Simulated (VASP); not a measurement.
# BaTe (Fm-3m) in VASP: notebook

Aim: see how the results for BaTe move with the level of theory and the settings. Levels: PBE, LDA. Tasks: single point.

Program: VASP 6.6.1. These are calculated values, not measurements. Logs are shortened: lines on timing, memory, paths and dates and some standing lists are left out, and cuts for length are marked.

## Step 1: The cell of the first run

Symmetry: Fm-3m, No. 225, cubic system. The conventional cell has a = 6.820 Å, b = 6.820 Å, c = 6.820 Å, α = 90.00°, β = 90.00°, γ = 90.00°. Within 4.5 Å of Ba (site symmetry m-3m) lie 6 Te at 3.41 Å. Within 4.5 Å of Te (site symmetry m-3m) lie 6 Ba at 3.41 Å.

## Step 2: Single point, PBE

File INCAR:

```
  PREC = Accurate
  ENCUT = 520
  EDIFF = 1E-6
  ISMEAR = -1
  SIGMA = 0.05
  LREAL = F
  LASPH = T
  NELM = 100
  ALGO = Normal
  ISIF = 2
  LWAVE = F
  LCHARG = F
  GGA = PE
  NBANDS = 15
```

File KPOINTS:

```
Automatic mesh
0
Gamma
  7 7 7
```

File POSCAR:

```
BaTe
1.0
    0.0000000000      3.4100000000      3.4100000000
    3.4100000000      0.0000000000      3.4100000000
    3.4100000000      3.4100000000      0.0000000000
Ba Te
1 1
Direct
    0.0000000000      0.0000000000      0.0000000000
    0.5000000000      0.5000000000      0.5000000000
```

Potentials or basis: VASP PAW PBE potentials, release 64 (Ba_sv, Te).

Command:

```console
$ cat potpaw_PBE.64/Ba_sv/POTCAR potpaw_PBE.64/Te/POTCAR > POTCAR
$ mpirun -np 1 vasp_std > vasp.out
```

OUTCAR:

```text
PREC = Accurate
   ENCUT = 520
   EDIFF = 1E-6
   ISMEAR = -1
   LREAL = F
   LASPH = T
   NELM = 100
   ISIF = 2
   GGA = PE

 ion  position               nearest neighbor table
   1  0.000  0.000  0.000-   2 3.41   2 3.41   2 3.41   2 3.41   2 3.41   2 3.41
   2  0.500  0.500  0.500-   1 3.41   1 3.41   1 3.41   1 3.41   1 3.41   1 3.41

  LATTYP: Found a face centered cubic cell.
 ALAT       =     6.8200000000

  Lattice vectors:

 A1 = (   0.0000000000,   3.4100000000,   3.4100000000)
 A2 = (   3.4100000000,   0.0000000000,   3.4100000000)
 A3 = (   3.4100000000,   3.4100000000,   0.0000000000)

Analysis of symmetry for initial positions (statically):
=====================================================================
 Subroutine PRICEL returns:
 Original cell was already a primitive cell.

 Routine SETGRP: Setting up the symmetry group for a
 face centered cubic supercell.

 Subroutine GETGRP returns: Found 48 space group operations
 (whereof 48 operations were pure point group operations)
 out of a pool of 48 trial point group operations.

The static configuration has the point symmetry O_h .

Analysis of symmetry for dynamics (positions and initial velocities):
=====================================================================
 Subroutine PRICEL returns:
 Original cell was already a primitive cell.

 Routine SETGRP: Setting up the symmetry group for a
 face centered cubic supercell.

 Subroutine GETGRP returns: Found 48 space group operations
 (whereof 48 operations were pure point group operations)
 out of a pool of 48 trial point group operations.

The dynamic configuration has the point symmetry O_h .

 Subroutine INISYM returns: Found 48 space group operations
 (whereof 48 operations are pure point group operations),
 and found     1 'primitive' translations

----------------------------------------------------------------------------------------

                                     Primitive cell

  volume of cell :      79.3036

  direct lattice vectors                    reciprocal lattice vectors
     0.000000000  3.410000000  3.410000000    -0.146627566  0.146627566  0.146627566
     3.410000000  0.000000000  3.410000000     0.146627566 -0.146627566  0.146627566
     3.410000000  3.410000000  0.000000000     0.146627566  0.146627566 -0.146627566

  length of vectors
     4.822468248  4.822468248  4.822468248     0.253966394  0.253966394  0.253966394

  position of ions in fractional coordinates (direct lattice)
[... 83 lines left out ...]
   TEBEG  =    0.0;   TEEND  =   0.0 temperature during run
   PSTRESS=    0.0 pullay stress
   NELECT =      16.0000    total number of electrons
   NUPDOWN=      -1.0000    fix difference up-down
   EMIN   =  10.00;   EMAX   =-10.00  energy-range for DOS
   EFERMI =   0.00;   METHOD = LEGACY
   ISMEAR =    -1;   SIGMA  =   0.05  broadening in eV -4-tet -1-fermi 0-gaus
   EFERMI_NEDOS =   21; number of points for ismear=-14 and -15
   IALGO  =     38    algorithm
   IMIX   =      4    mixing-type and parameters
     AMIX     =   0.40;   BMIX     =  1.00
     AMIX_MAG =   1.60;   BMIX_MAG =  1.00
  volume/ion in A,a.u.               =      39.65       267.58
  Fermi-wavevector in a.u.,A,eV,Ry     =   0.960175  1.814468 12.543704  0.921936
  Thomas-Fermi vector in A             =   2.089436
   LORBIT       =      0    0 simple, 1 ext, 2 COOP (PROOUT), +10 PAW based schemes
   GGA     = PE    functional components
   LHFCALC =     F    Hartree Fock is set to
   AEXX    =    0.0000 exact exchange contribution
   IVDW    =     0    specifies the selected vdW correction
   LEPSILON=     F    determine dielectric tensor
   LRPA    =     F    only Hartree local field effects (RPA)
 non-spin polarized calculation
  energy-cutoff  :      520.00
  volume of cell :       79.30
 maximum number of plane-waves:      2145
   NGX = 17   NGY = 17   NGZ = 17

 number of electron      16.0000000 magnetization

 Free energy of the ion-electron system (eV)
  ---------------------------------------------------
  ext. energy  EPLUGINS =         0.00000000
  ---------------------------------------------------
  free energy    TOTEN  =        -8.51265424 eV

  energy without entropy =       -8.51265420  energy(sigma->0) =       -8.51265422

 E-fermi :   3.4716     XC(G=0):  -8.5642

 val. band max:        2.7959552947   @ k =   0.0000   0.0000   0.0000
 cond. band min:       4.1759848336   @ k =   0.4286   0.4286   0.0000
 fundamental gap:      1.3800295388
 Fermi energy:         3.4715968008

 k-point     1 :       0.0000    0.0000    0.0000
  band No.  band energies     occupation
      1     -24.0338      2.00000
      2      -9.2067      2.00000
      3      -9.2067      2.00000
      4      -9.2067      2.00000
      5      -6.9309      2.00000
      6       2.7960      2.00000
      7       2.7960      2.00000
      8       2.7960      2.00000
      9       5.6586      0.00000
     10       5.6586      0.00000
     11       5.6586      0.00000
     12       6.0236      0.00000
     13       6.3622      0.00000
     14       6.3622      0.00000
[... 329 lines left out ...]
      2      -9.5065      2.00000
      3      -9.4211      2.00000
      4      -9.3228      2.00000
      5      -6.3763      2.00000
      6       1.2793      2.00000
      7       1.7579      2.00000
      8       1.8234      2.00000
      9       5.9366      0.00000
     10       6.8398      0.00000
     11       8.0461      0.00000
     12       8.3964      0.00000
     13       8.6229      0.00000
     14      10.6604      0.00000
     15      11.3538      0.00000

------------------------ aborting loop because EDIFF is reached ----------------------------------------

  FORCE on cell =-STRESS in cart. coord.  units (eV):
  Direction    XX          YY          ZZ          XY          YZ          ZX
  --------------------------------------------------------------------------------------
  -------------------------------------------------------------------------------------
  Total        2.1008173      2.1008173      2.1008173      0.0000000      0.0000000      0.0000000
  in kB       42.4429663     42.4429663     42.4429663      0.0000000      0.0000000      0.0000000
  external PRESSURE =      42.4429663 kB  Pullay stress =       0.0000000 kB

 VOLUME and BASIS-vectors are now :
 -----------------------------------------------------------------------------
  energy-cutoff  :      520.00
  volume of cell :       79.30
      direct lattice vectors                 reciprocal lattice vectors
     0.000000000  3.410000000  3.410000000    -0.146627566  0.146627566  0.146627566
     3.410000000  0.000000000  3.410000000     0.146627566 -0.146627566  0.146627566
     3.410000000  3.410000000  0.000000000     0.146627566  0.146627566 -0.146627566

 POSITION                                       TOTAL-FORCE (eV/Angst)
 -----------------------------------------------------------------------------------
      0.00000      0.00000      0.00000        -0.000000     -0.000000      0.000000
      3.41000      3.41000      3.41000         0.000000      0.000000     -0.000000
 -----------------------------------------------------------------------------------
    total drift:                                0.000000      0.000000      0.000000

  FREE ENERGIE OF THE ION-ELECTRON SYSTEM (eV)
  ---------------------------------------------------
  free  energy   TOTEN  =        -8.5126542365 eV

  energy  without entropy=       -8.5126541965  energy(sigma->0) =       -8.51265422
```

Run time: 19 s. Hardware: 1 thread of AMD EPYC 7R43 (Zen 3), shared host; peak memory 0.18 GiB.

Results:

* Free energy: -8.5127 eV
* Pressure: 4.2 GPa
* Band gap on the k mesh: 1.38 eV, indirect (least direct gap 1.76 eV)

Levels at points of the mesh, in eV from the valence-band top:
| k point | band 5 | band 6 | band 7 | band 8 | band 9 | band 10 | band 11 | band 12 |
| --- | --- | --- | --- | --- | --- | --- | --- | --- |
| (0.00, 0.00, 0.00) | -9.73 | 0.00 | 0.00 | 0.00 | 2.86 | 2.86 | 2.86 | 3.23 |

Caveat: spin-orbit coupling is left out, which moves the levels of the heavy elements. A k mesh can miss the band edges.

## Step 3: Single point, LDA

This run uses another cell than the first one, of 40.44 Å³/atom, 1.020 times its volume.

File INCAR:

```
SYSTEM = BaTe
PREC     = Accurate       ! precision mode
ENCUT    = 520            ! plane-wave cutoff, eV
EDIFF    = 1E-7           ! SCF threshold, eV
ISMEAR   = -1             ! smearing method
SIGMA    = 0.05           ! smearing width, eV
LREAL    = .FALSE.        ! projectors in reciprocal space
LASPH    = .TRUE.         ! aspherical terms in the spheres
NELM     = 60             ! most SCF steps
ALGO     = Normal         ! electronic algorithm
ISIF     = 2              ! what is computed and relaxed
LWAVE    = .FALSE.        ! write WAVECAR
LCHARG   = .FALSE.        ! write CHGCAR
NBANDS   = 15             ! bands
```

File KPOINTS:

```
Automatic mesh
0
G
  7 7 7
  0 0 0
```

File POSCAR:

```
BaTe
1.0
    0.0000000000      3.4325834396      3.4325834396
    3.4325834396      0.0000000000      3.4325834396
    3.4325834396      3.4325834396      0.0000000000
Ba Te
1 1
Direct
    0.0000000000      0.0000000000      0.0000000000
    0.5000000000      0.5000000000      0.5000000000
```

Potentials or basis: VASP PAW LDA potentials, release 64 (Ba_sv, Te).

Command:

```console
$ cat potpaw_LDA.64/Ba_sv/POTCAR potpaw_LDA.64/Te/POTCAR > POTCAR
$ mpirun -np 1 vasp_std > vasp.out
```

Wall time 20 s (1 thread of AMD EPYC 7R43 (Zen 3), shared host); peak memory 0.15 GiB.

The run converged. Its results:

```yaml
Free_energy: -9.6103 eV
Pressure: 0.5 GPa
Band_gap_on_the_k_mesh: 1.31 eV, indirect (least direct gap 1.69 eV)
```

Levels at points of the mesh, in eV from the valence-band top:
| k point | band 6 | band 7 | band 8 | band 9 | band 10 | band 11 |
| --- | --- | --- | --- | --- | --- | --- |
| (0.00, 0.00, 0.00) | 0.00 | 0.00 | 0.00 | 2.77 | 2.77 | 2.77 |

Caveat: spin-orbit coupling is left out, which moves the levels of the heavy elements. Expect the measured gap to be larger: semilocal functionals such as LDA lack the derivative discontinuity.
